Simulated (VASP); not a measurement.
# ZrTi3C4 (P4/mmm) in VASP: a series of runs

The runs below take ZrTi3C4 through single point, with PBE.

All numbers are computed with VASP 6.6.1; they aren't measurements. Logs are shortened: lines on timing, memory, paths and dates and some standing lists are left out, and cuts for length are marked.

## 1. The cell of the first run

Symmetry: P4/mmm, No. 123, tetragonal system. The conventional cell has a = 3.148 Å, b = 3.148 Å, c = 8.862 Å, α = 90.00°, β = 90.00°, γ = 90.00°. Within 2.9 Å of Zr (site symmetry 4/mmm) lie 6 C at 2.23 to 2.31 Å. Within 2.8 Å of Ti (site symmetry 4mm) lie 6 C at 2.13 to 2.30 Å. Ti (site symmetry 4/mmm) has 6 C at 2.12 to 2.23 Å within 2.8 Å. C (site symmetry 4mm) has 5 Ti at 2.12 to 2.23 Å and 1 Zr at 2.31 Å within 2.8 Å. C (site symmetry 4/mmm) has 6 Ti at 2.13 to 2.23 Å within 2.8 Å. Within 2.9 Å of C (site symmetry 4/mmm) lie 4 Zr at 2.23 Å and 2 Ti at 2.30 Å.

## 2. Single point, PBE

The input, INCAR:

```
SYSTEM = ZrTi3C4
PREC = Accurate ; ENCUT = 520
EDIFF = 1E-6 ; ISMEAR = 0
SIGMA = 0.1 ; LREAL = .False.
LASPH = .True. ; NELM = 100
ALGO = Normal ; ISIF = 2
LWAVE = .False. ; LCHARG = .False.
GGA = PE ; NBANDS = 42
```

The input, KPOINTS:

```
Automatic mesh
0
Gamma
  6 6 2
  0 0 0
```

The input, POSCAR:

```
ZrTi3C4
1.0
    3.1478183676      0.0000000000      0.0000000000
    0.0000000000      3.1478183676      0.0000000000
    0.0000000000      0.0000000000      8.8623034177
Zr Ti C
1 3 4
Direct
    0.0000000000      0.0000000000      0.0000000000
    0.5000000000      0.5000000000      0.2596131866
    0.0000000000      0.0000000000      0.5000000000
    0.5000000000      0.5000000000      0.7403868134
    0.0000000000      0.0000000000      0.2606655901
    0.5000000000      0.5000000000      0.5000000000
    0.0000000000      0.0000000000      0.7393344099
    0.5000000000      0.5000000000      0.0000000000
```

Potentials or basis: VASP PAW PBE potentials, release 64 (Zr_sv, Ti_sv, C).

The run is started by

```console
$ cat potpaw_PBE.64/Zr_sv/POTCAR potpaw_PBE.64/Ti_sv/POTCAR potpaw_PBE.64/C/POTCAR > POTCAR
$ mpirun -np 1 vasp_std > vasp.out
```

OUTCAR:

```text
SYSTEM = ZrTi3C4
   PREC = Accurate
   ENCUT = 520
   EDIFF = 1E-6
   ISMEAR = 0
   LREAL = .False.
   LASPH = .True.
   NELM = 100
   ISIF = 2
   GGA = PE

 ion  position               nearest neighbor table
   1  0.000  0.000  0.000-   8 2.23   8 2.23   8 2.23   8 2.23   5 2.31   7 2.31   4 3.20   4 3.20
                             2 3.20   4 3.20   2 3.20   2 3.20   4 3.20   2 3.20
   2  0.500  0.500  0.260-   6 2.13   5 2.23   5 2.23   5 2.23   5 2.23   8 2.30   1 3.20   1 3.20
                             1 3.20   1 3.20
   3  0.000  0.000  0.500-   5 2.12   7 2.12   6 2.23   6 2.23   6 2.23   6 2.23
   4  0.500  0.500  0.740-   6 2.13   7 2.23   7 2.23   7 2.23   7 2.23   8 2.30   1 3.20   1 3.20
                             1 3.20   1 3.20
   5  0.000  0.000  0.261-   3 2.12   2 2.23   2 2.23   2 2.23   2 2.23   1 2.31
   6  0.500  0.500  0.500-   2 2.13   4 2.13   3 2.23   3 2.23   3 2.23   3 2.23
   7  0.000  0.000  0.739-   3 2.12   4 2.23   4 2.23   4 2.23   4 2.23   1 2.31
   8  0.500  0.500  0.000-   1 2.23   1 2.23   1 2.23   1 2.23   4 2.30   2 2.30

  LATTYP: Found a simple tetragonal cell.
 ALAT       =     3.1478183676
 C/A-ratio  =     2.8153795368

  Lattice vectors:

 A1 = (   3.1478183676,   0.0000000000,   0.0000000000)
 A2 = (   0.0000000000,   3.1478183676,   0.0000000000)
 A3 = (   0.0000000000,   0.0000000000,   8.8623034177)

Analysis of symmetry for initial positions (statically):
=====================================================================
 Subroutine PRICEL returns:
 Original cell was already a primitive cell.

 Routine SETGRP: Setting up the symmetry group for a
 simple tetragonal supercell.

 Subroutine GETGRP returns: Found 16 space group operations
 (whereof 16 operations were pure point group operations)
 out of a pool of 16 trial point group operations.

The static configuration has the point symmetry D_4h.

Analysis of symmetry for dynamics (positions and initial velocities):
=====================================================================
 Subroutine PRICEL returns:
 Original cell was already a primitive cell.

 Routine SETGRP: Setting up the symmetry group for a
 simple tetragonal supercell.

 Subroutine GETGRP returns: Found 16 space group operations
 (whereof 16 operations were pure point group operations)
 out of a pool of 16 trial point group operations.

The dynamic configuration has the point symmetry D_4h.

 Subroutine INISYM returns: Found 16 space group operations
 (whereof 16 operations are pure point group operations),
 and found     1 'primitive' translations

----------------------------------------------------------------------------------------

                                     Primitive cell

  volume of cell :      87.8144

  direct lattice vectors                    reciprocal lattice vectors
     3.147818368  0.000000000  0.000000000     0.317680337  0.000000000  0.000000000
     0.000000000  3.147818368  0.000000000     0.000000000  0.317680337  0.000000000
     0.000000000  0.000000000  8.862303418     0.000000000  0.000000000  0.112837482

  length of vectors
     3.147818368  3.147818368  8.862303418     0.317680337  0.317680337  0.112837482

  position of ions in fractional coordinates (direct lattice)
     0.000000000  0.000000000  0.000000000
     0.500000000  0.500000000  0.259613187
     0.000000000  0.000000000  0.500000000
     0.500000000  0.500000000  0.740386813
     0.000000000  0.000000000  0.260665590
     0.500000000  0.500000000  0.500000000
     0.000000000  0.000000000  0.739334410
     0.500000000  0.500000000  0.000000000

  ion indices of the primitive-cell ions
   primitive index   ion index
                 1           1
                 2           2
                 3           3
                 4           4
                 5           5
                 6           6
                 7           7
                 8           8

----------------------------------------------------------------------------------------

 KPOINTS: Automatic mesh

Automatic generation of k-mesh.
 Grid dimensions read from file:
 generate k-points for:    6    6    2

 Generating k-lattice:

  Cartesian coordinates                     Fractional coordinates (reciprocal lattice)
     0.052946723  0.000000000  0.000000000     0.166666667  0.000000000  0.000000000
     0.000000000  0.052946723  0.000000000     0.000000000  0.166666667  0.000000000
     0.000000000  0.000000000  0.056418741     0.000000000  0.000000000  0.500000000

  Length of vectors
     0.052946723  0.052946723  0.056418741

  Shift w.r.t. Gamma in fractional coordinates (k-lattice)
     0.000000000  0.000000000  0.000000000

 Subroutine IBZKPT returns following result:
 ===========================================

 Found     20 irreducible k-points:

 Following reciprocal coordinates:
            Coordinates               Weight
  0.000000  0.000000  0.000000      1.000000
  0.166667  0.000000  0.000000      4.000000
  0.333333  0.000000  0.000000      4.000000
  0.500000  0.000000  0.000000      2.000000
  0.166667  0.166667  0.000000      4.000000
  0.333333  0.166667  0.000000      8.000000
[... 12 lines left out ...]
  0.500000  0.333333  0.500000      4.000000
  0.500000  0.500000  0.500000      1.000000
   k-points           NKPTS =     20   k-points in BZ     NKDIM =     20   number of bands    NBANDS=     42
   number of dos      NEDOS =    301   number of ions     NIONS =      8
   total plane-waves  NPLWV =  40320
   dimension x,y,z NGX =    24 NGY =   24 NGZ =   70
   dimension x,y,z NGXF=    48 NGYF=   48 NGZF=  140
   ions per type =               1   3   4
   NGX,Y,Z   is equivalent  to a cutoff of  12.68, 12.68, 13.13 a.u.
   NGXF,Y,Z  is equivalent  to a cutoff of  25.35, 25.35, 26.26 a.u.
 SYSTEM =  ZrTi3C4
   PREC   = accura    normal or accurate (medium, high low for compatibility)
   ISTART =      0    job   : 0-new  1-cont  2-samecut
   ICHARG =      2    charge: 1-file 2-atom 10-const
   ISPIN  =      1    spin polarized calculation?
   LNONCOLLINEAR =      F non collinear calculations
   LSORBIT =      F    spin-orbit coupling
   LASPH  =      T    aspherical Exc in radial PAW
   ENCUT  =  520.0 eV  38.22 Ry    6.18 a.u.   5.85  5.85 16.48*2*pi/ulx,y,z
   NELM   =    100;   NELMIN=  2; NELMDL= -5     # of ELM steps
   EDIFF  = 0.1E-05   stopping-criterion for ELM
   LREAL  =      F    real-space projection
   EDIFFG = 0.1E-04   stopping-criterion for IOM
   NSW    =      0    number of steps for IOM
   IBRION =     -1    ionic relax: 0-MD 1-quasi-New 2-CG
   NFREE  =      0    steps in history (QN), initial steepest desc. (CG)
   ISIF   =      2    stress and relaxation
   ISYM   =      2    0-nonsym 1-usesym 2-fastsym
   POTIM  = 0.5000    time-step for ionic-motion
   TEBEG  =    0.0;   TEEND  =   0.0 temperature during run
   PSTRESS=    0.0 pullay stress
   NELECT =      64.0000    total number of electrons
   NUPDOWN=      -1.0000    fix difference up-down
   EMIN   =  10.00;   EMAX   =-10.00  energy-range for DOS
   EFERMI =   0.00;   METHOD = LEGACY
   ISMEAR =     0;   SIGMA  =   0.10  broadening in eV -4-tet -1-fermi 0-gaus
   EFERMI_NEDOS =   21; number of points for ismear=-14 and -15
   IALGO  =     38    algorithm
   IMIX   =      4    mixing-type and parameters
     AMIX     =   0.40;   BMIX     =  1.00
     AMIX_MAG =   1.60;   BMIX_MAG =  1.00
  volume/ion in A,a.u.               =      10.98        74.08
  Fermi-wavevector in a.u.,A,eV,Ry     =   1.473260  2.784058 29.531393  2.170496
  Thomas-Fermi vector in A             =   2.588175
   LORBIT       =      0    0 simple, 1 ext, 2 COOP (PROOUT), +10 PAW based schemes
   GGA     = PE    functional components
   LHFCALC =     F    Hartree Fock is set to
   AEXX    =    0.0000 exact exchange contribution
   IVDW    =     0    specifies the selected vdW correction
   LEPSILON=     F    determine dielectric tensor
   LRPA    =     F    only Hartree local field effects (RPA)
 non-spin polarized calculation
 Gauss-broadening in eV      SIGMA  =   0.10
  energy-cutoff  :      520.00
  volume of cell :       87.81
 maximum number of plane-waves:      2392
 NGX is ok and might be reduce to    24
   NGX = 11   NGY = 11   NGZ = 33

 number of electron      63.9999987 magnetization

 Free energy of the ion-electron system (eV)
  ---------------------------------------------------
  ext. energy  EPLUGINS =         0.00000000
  ---------------------------------------------------
  free energy    TOTEN  =       -75.09676221 eV

  energy without entropy =      -75.09291586  energy(sigma->0) =      -75.09483904

 E-fermi :   9.3032     XC(G=0): -12.4732

 val. band max:        9.1429235675   @ k =   0.1667   0.1667   0.0000
 cond. band min:       9.3647632604   @ k =   0.1667   0.1667   0.0000
 fundamental gap:      0.2218396929
 Fermi energy:         9.3031914877

 k-point     1 :       0.0000    0.0000    0.0000
  band No.  band energies     occupation
      1     -47.4046      2.00000
      2     -47.3956      2.00000
      3     -47.2870      2.00000
      4     -38.2873      2.00000
      5     -23.7480      2.00000
      6     -23.6604      2.00000
[... 34 lines left out ...]
     41      11.3019      0.00000
     42      11.7027      0.00000

 k-point     2 :       0.1667    0.0000    0.0000
  band No.  band energies     occupation
      1     -47.3983      2.00000
      2     -47.3913      2.00000
      3     -47.2849      2.00000
      4     -38.2702      2.00000
      5     -23.7379      2.00000
      6     -23.6938      2.00000
[... 34 lines left out ...]
     41      12.2791      0.00000
     42      12.7244      0.00000

 k-point     3 :       0.3333    0.0000    0.0000
  band No.  band energies     occupation
      1     -47.3854      2.00000
      2     -47.3829      2.00000
      3     -47.2809      2.00000
      4     -38.2357      2.00000
      5     -23.7796      2.00000
      6     -23.7672      2.00000
[... 34 lines left out ...]
     41      12.9685      0.00000
     42      13.0465      0.00000

 k-point     4 :       0.5000    0.0000    0.0000
  band No.  band energies     occupation
      1     -47.3787      2.00000
      2     -47.3786      2.00000
      3     -47.2790      2.00000
      4     -38.2183      2.00000
      5     -23.8261      2.00000
      6     -23.8017      2.00000
[... 664 lines left out ...]
     41      12.9202      0.00000
     42      13.0261      0.00000

 k-point    19 :       0.5000    0.3333    0.5000
  band No.  band energies     occupation
      1     -47.3661      2.00000
      2     -47.3661      2.00000
      3     -47.2664      2.00000
      4     -38.1677      2.00000
      5     -23.7722      2.00000
      6     -23.7645      2.00000
[... 34 lines left out ...]
     41      12.8717      0.00000
     42      13.4080      0.00000

 k-point    20 :       0.5000    0.5000    0.5000
  band No.  band energies     occupation
      1     -47.3619      2.00000
      2     -47.3619      2.00000
      3     -47.2622      2.00000
      4     -38.1507      2.00000
      5     -23.7863      2.00000
      6     -23.7863      2.00000
[... 34 lines left out ...]
     41      12.7150      0.00000
     42      12.7340      0.00000

------------------------ aborting loop because EDIFF is reached ----------------------------------------

  FORCE on cell =-STRESS in cart. coord.  units (eV):
  Direction    XX          YY          ZZ          XY          YZ          ZX
  --------------------------------------------------------------------------------------
  -------------------------------------------------------------------------------------
  Total        0.1354226      0.1354226      0.1351316      0.0000000      0.0000000      0.0000000
  in kB        2.4707891      2.4707891      2.4654805      0.0000000      0.0000000      0.0000000
  external PRESSURE =       2.4690196 kB  Pullay stress =       0.0000000 kB

 VOLUME and BASIS-vectors are now :
 -----------------------------------------------------------------------------
  energy-cutoff  :      520.00
  volume of cell :       87.81
      direct lattice vectors                 reciprocal lattice vectors
     3.147818368  0.000000000  0.000000000     0.317680337  0.000000000  0.000000000
     0.000000000  3.147818368  0.000000000     0.000000000  0.317680337  0.000000000
     0.000000000  0.000000000  8.862303418     0.000000000  0.000000000  0.112837482

 POSITION                                       TOTAL-FORCE (eV/Angst)
 -----------------------------------------------------------------------------------
      0.00000      0.00000      0.00000        -0.000000      0.000000      0.000000
      1.57391      1.57391      2.30077        -0.000000     -0.000000     -0.003817
      0.00000      0.00000      4.43115        -0.000000      0.000000      0.000000
      1.57391      1.57391      6.56153         0.000000     -0.000000      0.003817
      0.00000      0.00000      2.31010        -0.000000      0.000000     -0.004749
      1.57391      1.57391      4.43115        -0.000000      0.000000      0.000000
      0.00000      0.00000      6.55221        -0.000000      0.000000      0.004749
      1.57391      1.57391      0.00000        -0.000000      0.000000      0.000000
 -----------------------------------------------------------------------------------
    total drift:                                0.000000     -0.000000     -0.000000

  FREE ENERGIE OF THE ION-ELECTRON SYSTEM (eV)
  ---------------------------------------------------
  free  energy   TOTEN  =       -75.0967622099 eV

  energy  without entropy=      -75.0929158626  energy(sigma->0) =      -75.09483904
```

Run time: 53 s. Hardware: 1 thread of AMD EPYC 9R45 (Zen 5), shared host; peak memory 0.19 GiB.

Results:

```
Free energy            : -75.0968 eV
Pressure               : 0.2 GPa
Largest force          : 0.005 eV/Å
Band gap on the k mesh : zero (bands 32 and 33 overlap by 0.37 eV)
```

Forces in eV/Å, atoms in the order of the input:
```
Zr   0.000  0.000  0.000
Ti   0.000  0.000 -0.004
Ti   0.000  0.000  0.000
Ti   0.000  0.000  0.004
C    0.000  0.000 -0.005
C    0.000  0.000  0.000
C    0.000  0.000  0.005
C    0.000  0.000  0.000
```

Levels at points of the mesh, in eV from the Fermi level:
| k point | band 30 | band 31 | band 32 | band 33 | band 34 | band 35 |
| --- | --- | --- | --- | --- | --- | --- |
| (0.00, 0.00, 0.00) | -0.48 | 0.11 | 0.11 | 0.81 | 0.81 | 0.81 |
| (0.50, 0.00, 0.00) | -2.51 | -2.37 | -2.21 | 1.94 | 2.38 | 2.74 |
| (0.50, 0.50, 0.00) | -1.57 | -0.26 | 0.18 | 0.18 | 0.25 | 2.58 |
| (0.00, 0.00, 0.50) | -0.31 | 0.11 | 0.11 | 0.14 | 0.14 | 0.28 |
| (0.50, 0.00, 0.50) | -2.53 | -2.44 | -2.37 | 2.28 | 2.39 | 2.49 |
| (0.50, 0.50, 0.50) | -1.65 | -1.48 | -1.36 | 1.20 | 1.20 | 1.41 |

## 3. Single point, PBE

This run uses another cell than the first one, of 13.87 Å³/atom.

The input, INCAR:

```
PREC = Accurate ; ENCUT = 520
EDIFF = 1E-7 ; ISMEAR = 0
SIGMA = 0.1 ; LREAL = F
LASPH = T ; NELM = 60
ALGO = Normal ; ISIF = 2
LWAVE = F ; LCHARG = F
GGA = PE ; NBANDS = 42
```

The input, KPOINTS:

```
Automatic mesh
0
Gamma
  6 6 2
```

The input, POSCAR:

```
ZrTi3C4
1.0
    3.3979412100      0.0000000000      0.0000000000
    0.0000000000      3.3979412100      0.0000000000
    0.0000000000      0.0000000000      9.6108290900
Zr Ti C
1 3 4
Direct
    0.0000000000      0.0000000000      0.0000000000
    0.5000000000      0.5000000000      0.2500000000
    0.0000000000      0.0000000000      0.5000000000
    0.5000000000      0.5000000000      0.7500000000
    0.0000000000      0.0000000000      0.2500000000
    0.5000000000      0.5000000000      0.5000000000
    0.0000000000      0.0000000000      0.7500000000
    0.5000000000      0.5000000000      0.0000000000
```

Potentials or basis: VASP PAW PBE potentials, release 64 (Zr_sv, Ti_sv, C).

The run is started by

```console
$ cat potpaw_PBE.64/Zr_sv/POTCAR potpaw_PBE.64/Ti_sv/POTCAR potpaw_PBE.64/C/POTCAR > POTCAR
$ mpirun -np 1 vasp_std > vasp.out
```

It took 83 s on 1 thread of AMD EPYC 9R45 (Zen 5), shared host; peak memory 0.24 GiB.

Results (log left out):

| Item | Value |
| --- | --- |
| Free energy | -71.9662 eV |
| Pressure | -34.0 GPa |
| Largest force | 0.518 eV/Å |
| Band gap on the k mesh | zero (bands 32 and 33 overlap by 0.30 eV) |

Forces on the atoms (eV/Å):
```
Zr   0.000  0.000  0.000
Ti   0.000  0.000  0.359
Ti   0.000  0.000  0.000
Ti   0.000  0.000 -0.359
C    0.000  0.000  0.518
C    0.000  0.000  0.000
C    0.000  0.000 -0.518
C    0.000  0.000  0.000
```

Stress tensor (GPa, compression positive):
```
-33.78   0.00   0.00
  0.00 -33.78   0.00
  0.00   0.00 -34.46
```

Levels at points of the mesh, in eV from the Fermi level:
| k point | band 28 | band 29 | band 30 | band 31 | band 32 | band 33 | band 34 | band 35 | band 36 | band 37 |
| --- | --- | --- | --- | --- | --- | --- | --- | --- | --- | --- |
| (0.00, 0.00, 0.00) | -0.22 | -0.21 | -0.20 | -0.03 | -0.03 | 0.67 | 0.67 | 0.72 | 1.25 | 1.30 |
| (0.50, 0.00, 0.00) | -2.05 | -1.98 | -1.82 | -1.81 | -1.79 | 1.45 | 1.68 | 1.97 | 1.98 | 2.01 |
| (0.50, 0.50, 0.00) | -2.08 | -0.94 | -0.94 | -0.18 | 0.00 | 0.00 | 0.10 | 1.87 | 1.95 | 1.95 |
| (0.00, 0.00, 0.50) | -0.20 | -0.15 | -0.15 | 0.09 | 0.09 | 0.11 | 0.11 | 0.35 | 0.49 | 1.27 |
| (0.50, 0.00, 0.50) | -1.95 | -1.91 | -1.90 | -1.85 | -1.80 | 1.67 | 1.73 | 1.76 | 1.86 | 1.87 |
| (0.50, 0.50, 0.50) | -1.46 | -1.43 | -1.28 | -1.20 | -1.10 | 0.96 | 0.96 | 1.06 | 1.06 | 2.28 |

Caveat: the cell stands under tension.

The gap in the log of VASP goes by the Fermi energy; the results here count the filled bands.